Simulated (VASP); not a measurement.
Input of a VASP 6.6.1 run:

File INCAR:

```
PREC = Accurate ; ENCUT = 520
EDIFF = 1E-7 ; ISMEAR = 0
SIGMA = 0.02 ; LREAL = False
LASPH = True ; NELM = 80
ALGO = Normal ; ISIF = 2
LWAVE = False ; LCHARG = False
GGA = PE ; NBANDS = 16
```

Contents of KPOINTS:

```
Automatic mesh
0
Gamma
  8 8 8
```

Contents of POSCAR:

```
ZnSe
1.0
    0.0000000000      2.8663043628      2.8663043628
    2.8663043628      0.0000000000      2.8663043628
    2.8663043628      2.8663043628      0.0000000000
Zn Se
1 1
Direct
    0.0000000000      0.0000000000      0.0000000000
    0.7500000000      0.7500000000      0.7500000000
```

Potentials or basis: VASP PAW PBE potentials, release 64 (Zn, Se).

Run with:

```sh
$ cat potpaw_PBE.64/Zn/POTCAR potpaw_PBE.64/Se/POTCAR > POTCAR
$ mpirun -np 1 vasp_std > vasp.out
```

Problem. Predict the band gap on the k mesh.

Solution. 1.15 eV, direct.

Problem. Estimate the pressure.

Solution. 0.2 GPa.

Expect the measured gap to be larger: semilocal functionals such as PBE lack the derivative discontinuity.
